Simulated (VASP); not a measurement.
# WSe2 in VASP: notebook

The runs below take WSe2 through single point, with PBE+D3(BJ).

All numbers are computed with VASP 6.6.1; they aren't measurements. Logs are shortened: lines on timing, memory, paths and dates and some standing lists are left out, and cuts for length are marked.

## (1) The cell of the first run

The cell holds a slab with vacuum, 6 atoms: a = 3.285 Å, b = 3.285 Å, c = 24.239 Å, α = 90.00°, β = 90.00°, γ = 120.00°.

## (2) Single point, PBE+D3(BJ) (layers slid over each other)

Contents of INCAR:

```
ALGO     = Normal         # electronic algorithm
DIPOL    = 0.5 0.5 0.393
EDIFF    = 1E-6           # SCF threshold, eV
ENCUT    = 520            # plane-wave cutoff, eV
GGA      = PE             # functional
IDIPOL   = 3            
ISIF     = 2              # what is computed and relaxed
ISMEAR   = 0              # smearing method
IVDW     = 12             # dispersion correction
LASPH    = T              # aspherical terms in the spheres
LCHARG   = T              # write CHGCAR
LDIPOL   = T            
LELF     = T              # ELF
LREAL    = F              # projectors in reciprocal space
LVACPOTAV= T            
LVHAR    = T            
LWAVE    = F              # write WAVECAR
NBANDS   = 35             # bands
NELM     = 100            # most SCF steps
PREC     = Accurate       # precision mode
SIGMA    = 0.05           # smearing width, eV
```

Contents of KPOINTS:

```
k-points
0
Gamma
  9 9 1
```

Contents of POSCAR:

```
WSe2
1.0
    3.2854926884      0.0000000000      0.0000000000
   -1.6427463442      2.8453201321      0.0000000000
    0.0000000000      0.0000000000     24.2386466672
Se W
4 2
Direct
    0.3333333333      0.6666666667      0.1856539295
    0.3333333333      0.6666666667      0.3246601777
    0.3333333333      1.0000000000      0.4612189569
    0.3333333333      1.0000000000      0.6002252051
    0.6666666667      0.3333333333      0.2551570536
    0.6666666667      0.6666666667      0.5307220810
```

Potentials or basis: VASP PAW PBE potentials, release 64 (Se, W_sv).

The run is started by

```console
cat potpaw_PBE.64/Se/POTCAR potpaw_PBE.64/W_sv/POTCAR > POTCAR
mpirun -np 1 vasp_std > vasp.out
```

OUTCAR:

```text
EDIFF = 1E-6
   ENCUT = 520
   GGA = PE
   ISIF = 2
   ISMEAR = 0
   IVDW = 12
   LASPH = T
   LREAL = F
   NELM = 100
   PREC = Accurate
 IVDW          = 12

 ion  position               nearest neighbor table
   1  0.333  0.667  0.186-   5 2.54   5 2.54   5 2.54
   2  0.333  0.667  0.325-   5 2.54   5 2.54   5 2.54
   3  0.333  0.000  0.461-   6 2.54   6 2.54   6 2.54
   4  0.333  0.000  0.600-   6 2.54   6 2.54   6 2.54
   5  0.667  0.333  0.255-   2 2.54   1 2.54   2 2.54   1 2.54   2 2.54   1 2.54
   6  0.667  0.667  0.531-   3 2.54   4 2.54   3 2.54   4 2.54   3 2.54   4 2.54

  LATTYP: Found a hexagonal cell.
 ALAT       =     3.2854926884
 C/A-ratio  =     7.3774769771

  Lattice vectors:

 A1 = (   3.2854926884,   0.0000000000,   0.0000000000)
 A2 = (  -1.6427463442,   2.8453201321,   0.0000000000)
 A3 = (   0.0000000000,   0.0000000000,  24.2386466672)

Analysis of symmetry for initial positions (statically):
=====================================================================
 Subroutine PRICEL returns:
 Original cell was already a primitive cell.

 Routine SETGRP: Setting up the symmetry group for a
 hexagonal supercell.

 Subroutine GETGRP returns: Found  2 space group operations
 (whereof  1 operations were pure point group operations)
 out of a pool of 24 trial point group operations.

The static configuration has the point symmetry C_1 .
 The point group associated with its full space group is C_2 .

Analysis of symmetry for dynamics (positions and initial velocities):
=====================================================================
 Subroutine PRICEL returns:
 Original cell was already a primitive cell.

 Routine SETGRP: Setting up the symmetry group for a
 hexagonal supercell.

 Subroutine GETGRP returns: Found  2 space group operations
 (whereof  1 operations were pure point group operations)
 out of a pool of 24 trial point group operations.

The dynamic configuration has the point symmetry C_1 .
 The point group associated with its full space group is C_2 .

 Subroutine INISYM returns: Found  2 space group operations
 (whereof  1 operations are pure point group operations),
 and found     1 'primitive' translations

----------------------------------------------------------------------------------------

                                     Primitive cell

  volume of cell :     226.5896

  direct lattice vectors                    reciprocal lattice vectors
     3.285492688  0.000000000  0.000000000     0.304368353  0.175727151  0.000000000
    -1.642746344  2.845320132  0.000000000     0.000000000  0.351454302  0.000000000
     0.000000000  0.000000000 24.238646667     0.000000000  0.000000000  0.041256429

  length of vectors
     3.285492688  3.285492688 24.238646667     0.351454302  0.351454302  0.041256429

  position of ions in fractional coordinates (direct lattice)
     0.333333333  0.666666667  0.185653929
     0.333333333  0.666666667  0.324660178
     0.333333333  0.000000000  0.461218957
     0.333333333  0.000000000  0.600225205
     0.666666667  0.333333333  0.255157054
     0.666666667  0.666666667  0.530722081

  ion indices of the primitive-cell ions
   primitive index   ion index
                 1           1
                 2           2
                 3           3
                 4           4
                 5           5
                 6           6

----------------------------------------------------------------------------------------

 KPOINTS: k-points

Automatic generation of k-mesh.
 Grid dimensions read from file:
 generate k-points for:    9    9    1

 Generating k-lattice:

  Cartesian coordinates                     Fractional coordinates (reciprocal lattice)
     0.033818706  0.019525239  0.000000000     0.111111111  0.000000000  0.000000000
     0.000000000  0.039050478  0.000000000     0.000000000  0.111111111  0.000000000
     0.000000000  0.000000000  0.041256429     0.000000000  0.000000000  1.000000000

  Length of vectors
     0.039050478  0.039050478  0.041256429

  Shift w.r.t. Gamma in fractional coordinates (k-lattice)
     0.000000000  0.000000000  0.000000000

 Subroutine IBZKPT returns following result:
 ===========================================

 Found     25 irreducible k-points:

 Following reciprocal coordinates:
            Coordinates               Weight
  0.000000  0.000000  0.000000      1.000000
  0.111111 -0.000000  0.000000      2.000000
  0.000000  0.111111  0.000000      4.000000
  0.222222 -0.000000  0.000000      2.000000
  0.000000  0.222222  0.000000      4.000000
  0.333333 -0.000000  0.000000      2.000000
[... 16 lines left out ...]
 -0.222222 -0.444444  0.000000      4.000000
  0.444444  0.333333  0.000000      4.000000
   k-points           NKPTS =     25   k-points in BZ     NKDIM =     25   number of bands    NBANDS=     35
   number of dos      NEDOS =    301   number of ions     NIONS =      6
   total plane-waves  NPLWV = 103680
   dimension x,y,z NGX =    24 NGY =   24 NGZ =  180
   dimension x,y,z NGXF=    48 NGYF=   48 NGZF=  360
   ions per type =               4   2
   NGX,Y,Z   is equivalent  to a cutoff of  12.14, 12.14, 12.35 a.u.
   NGXF,Y,Z  is equivalent  to a cutoff of  24.29, 24.29, 24.69 a.u.
 SYSTEM =  unknown system
   PREC   = accura    normal or accurate (medium, high low for compatibility)
   ISTART =      0    job   : 0-new  1-cont  2-samecut
   ICHARG =      2    charge: 1-file 2-atom 10-const
   ISPIN  =      1    spin polarized calculation?
   LNONCOLLINEAR =      F non collinear calculations
   LSORBIT =      F    spin-orbit coupling
   LASPH  =      T    aspherical Exc in radial PAW
   ENCUT  =  520.0 eV  38.22 Ry    6.18 a.u.   6.11  6.11 45.07*2*pi/ulx,y,z
   NELM   =    100;   NELMIN=  2; NELMDL= -5     # of ELM steps
   EDIFF  = 0.1E-05   stopping-criterion for ELM
   LREAL  =      F    real-space projection
   EDIFFG = 0.1E-04   stopping-criterion for IOM
   NSW    =      0    number of steps for IOM
   IBRION =     -1    ionic relax: 0-MD 1-quasi-New 2-CG
   NFREE  =      0    steps in history (QN), initial steepest desc. (CG)
   ISIF   =      2    stress and relaxation
   ISYM   =      2    0-nonsym 1-usesym 2-fastsym
   POTIM  = 0.5000    time-step for ionic-motion
   TEBEG  =    0.0;   TEEND  =   0.0 temperature during run
   PSTRESS=    0.0 pullay stress
   NELECT =      52.0000    total number of electrons
   NUPDOWN=      -1.0000    fix difference up-down
   EMIN   =  10.00;   EMAX   =-10.00  energy-range for DOS
   EFERMI =   0.00;   METHOD = LEGACY
   ISMEAR =     0;   SIGMA  =   0.05  broadening in eV -4-tet -1-fermi 0-gaus
   EFERMI_NEDOS =   21; number of points for ismear=-14 and -15
   IALGO  =     38    algorithm
   IMIX   =      4    mixing-type and parameters
     AMIX     =   0.40;   BMIX     =  1.00
     AMIX_MAG =   1.60;   BMIX_MAG =  1.00
  volume/ion in A,a.u.               =      37.76       254.85
  Fermi-wavevector in a.u.,A,eV,Ry     =   1.002296  1.894065 13.668372  1.004597
  Thomas-Fermi vector in A             =   2.134774
   LORBIT       =      0    0 simple, 1 ext, 2 COOP (PROOUT), +10 PAW based schemes
   GGA     = PE    functional components
   LHFCALC =     F    Hartree Fock is set to
   AEXX    =    0.0000 exact exchange contribution
   IVDW    =    12    specifies the selected vdW correction
   LEPSILON=     F    determine dielectric tensor
   LRPA    =     F    only Hartree local field effects (RPA)
 non-spin polarized calculation
 Gauss-broadening in eV      SIGMA  =   0.05
  energy-cutoff  :      520.00
  volume of cell :      226.59
 maximum number of plane-waves:      6144
   NGX = 13   NGY = 13   NGZ = 91

 dipolmoment           0.000000      0.000000      0.000059 electrons x Angstroem

 number of electron      51.9999987 magnetization

 dipolmoment           0.000000      0.000000     -0.000002 electrons x Angstroem

 Free energy of the ion-electron system (eV)
  ---------------------------------------------------
  ext. energy  EPLUGINS =         0.00000000
  ---------------------------------------------------
  free energy    TOTEN  =       -43.15746066 eV

  energy without entropy =      -43.15746066  energy(sigma->0) =      -43.15746066

 E-fermi :   1.2777     XC(G=0):  -6.2336

 val. band max:        0.8825178710   @ k =   0.3333   0.3333   0.0000
 cond. band min:       2.3954991485   @ k =   0.2222   0.1111   0.0000
 fundamental gap:      1.5129812775
 Fermi energy:         1.2776514983

 k-point     1 :       0.0000    0.0000    0.0000
  band No.  band energies     occupation
      1     -73.1776      2.00000
      2     -73.1776      2.00000
      3     -37.4249      2.00000
      4     -37.4249      2.00000
      5     -37.2893      2.00000
      6     -37.2893      2.00000
[... 27 lines left out ...]
     34       4.0319      0.00000
     35       5.2026      0.00000

 k-point     2 :       0.1111   -0.0000    0.0000
  band No.  band energies     occupation
      1     -73.1764      2.00000
      2     -73.1764      2.00000
      3     -37.4196      2.00000
      4     -37.4196      2.00000
      5     -37.3165      2.00000
      6     -37.3165      2.00000
[... 27 lines left out ...]
     34       4.1717      0.00000
     35       5.6127      0.00000

 k-point     3 :       0.0000    0.1111    0.0000
  band No.  band energies     occupation
      1     -73.1764      2.00000
      2     -73.1764      2.00000
      3     -37.4196      2.00000
      4     -37.4196      2.00000
      5     -37.3171      2.00000
      6     -37.3162      2.00000
[... 27 lines left out ...]
     34       4.1624      0.00000
     35       5.6158      0.00000

 k-point     4 :       0.2222   -0.0000    0.0000
  band No.  band energies     occupation
      1     -73.1733      2.00000
      2     -73.1733      2.00000
      3     -37.4063      2.00000
      4     -37.4063      2.00000
      5     -37.3861      2.00000
      6     -37.3861      2.00000
[... 27 lines left out ...]
     34       4.7323      0.00000
     35       6.2696      0.00000

 k-point     5 :       0.0000    0.2222    0.0000
  band No.  band energies     occupation
      1     -73.1733      2.00000
      2     -73.1733      2.00000
      3     -37.4064      2.00000
      4     -37.4063      2.00000
      5     -37.3868      2.00000
      6     -37.3858      2.00000
[... 638 lines left out ...]
 k-point    22 :       0.3333    0.2222    0.0000
  band No.  band energies     occupation
      1     -73.1665      2.00000
      2     -73.1665      2.00000
      3     -37.4873      2.00000
      4     -37.4869      2.00000
      5     -37.3993      2.00000
      6     -37.3990      2.00000
[... 27 lines left out ...]
     34       5.7106      0.00000
     35       6.0719      0.00000

 k-point    23 :      -0.2222   -0.4444    0.0000
  band No.  band energies     occupation
      1     -73.1665      2.00000
      2     -73.1665      2.00000
      3     -37.4877      2.00000
      4     -37.4871      2.00000
      5     -37.3991      2.00000
      6     -37.3986      2.00000
[... 27 lines left out ...]
     34       5.5918      0.00000
     35       6.2739      0.00000

 k-point    24 :       0.4444    0.3333    0.0000
  band No.  band energies     occupation
      1     -73.1665      2.00000
      2     -73.1665      2.00000
      3     -37.4877      2.00000
      4     -37.4868      2.00000
      5     -37.3994      2.00000
      6     -37.3986      2.00000
[... 27 lines left out ...]
     34       5.6028      0.00000
     35       6.2668      0.00000

 [... further k-points ...]

------------------------ aborting loop because EDIFF is reached ----------------------------------------

 Edisp (eV)   -2.35994

 E8    (eV) :    -1.0846

  FORCE on cell =-STRESS in cart. coord.  units (eV):
  Direction    XX          YY          ZZ          XY          YZ          ZX
  --------------------------------------------------------------------------------------
  -------------------------------------------------------------------------------------
  Total      -0.01620     0.07020     0.18891    -0.07483     0.30813    -0.17790
  in kB      -0.11458     0.49638     1.33572    -0.52911     2.17872    -1.25788
  external pressure =        0.57 kB  Pullay stress =        0.00 kB

 VOLUME and BASIS-vectors are now :
 -----------------------------------------------------------------------------
  energy-cutoff  :      520.00
  volume of cell :      226.59
      direct lattice vectors                 reciprocal lattice vectors
     3.285492688  0.000000000  0.000000000     0.304368353  0.175727151  0.000000000
    -1.642746344  2.845320132  0.000000000     0.000000000  0.351454302  0.000000000
     0.000000000  0.000000000 24.238646667     0.000000000  0.000000000  0.041256429

 POSITION                                       TOTAL-FORCE (eV/Angst)
 -----------------------------------------------------------------------------------
     -0.00000      1.89688      4.50000         0.001702      0.002201     -0.038757
     -0.00000      1.89688      7.86932         0.034714     -0.065149      0.005062
      1.09516      0.00000     11.17932        -0.039064      0.062638     -0.005062
      1.09516      0.00000     14.54865         0.002757      0.000373      0.038757
      1.64275      0.94844      6.18466         0.009033     -0.015773      0.020170
      1.09516      1.89688     12.86398        -0.009143      0.015709     -0.020170
 -----------------------------------------------------------------------------------
    total drift:                                0.000157      0.000091     -0.000051

  FREE ENERGIE OF THE ION-ELECTRON SYSTEM (eV)
  ---------------------------------------------------
  free  energy   TOTEN  =       -45.5174023184 eV

  energy  without entropy=      -45.5174023184  energy(sigma->0) =      -45.51740232

 vacuum level on the upper side and lower side of the slab         5.925         5.925
```

Run time: 2.4 min. Hardware: 1 thread of Intel Xeon 6975P-C (Granite Rapids), shared host; peak memory 0.4 GiB.

Results:

```yaml
Free_energy: -45.5174 eV
Largest_force: 0.074 eV/Å
Band_gap_on_the_k_mesh: 1.51 eV (least direct gap 1.65 eV)
Dispersion_energy_per_atom: -0.393 eV
```

Forces on the atoms (eV/Å):
```
Se   0.002  0.002 -0.039
Se   0.035 -0.065  0.005
Se  -0.039  0.063 -0.005
Se   0.003  0.000  0.039
W    0.009 -0.016  0.020
W   -0.009  0.016 -0.020
```

Levels at points of the mesh, in eV from the valence-band top:
| k point | band 22 | band 23 | band 24 | band 25 | band 26 | band 27 | band 28 | band 29 | band 30 | band 31 |
| --- | --- | --- | --- | --- | --- | --- | --- | --- | --- | --- |
| (0.00, 0.00, 0.00) | -1.20 | -1.19 | -1.19 | -0.62 | 0.00 | 2.93 | 2.93 | 2.98 | 2.98 | 3.09 |

Caveat: the cell differs from its parent crystal (layers slid over each other); spin-orbit coupling is left out, which moves the levels of the heavy elements.

(Part 1 of 2 ends here.)
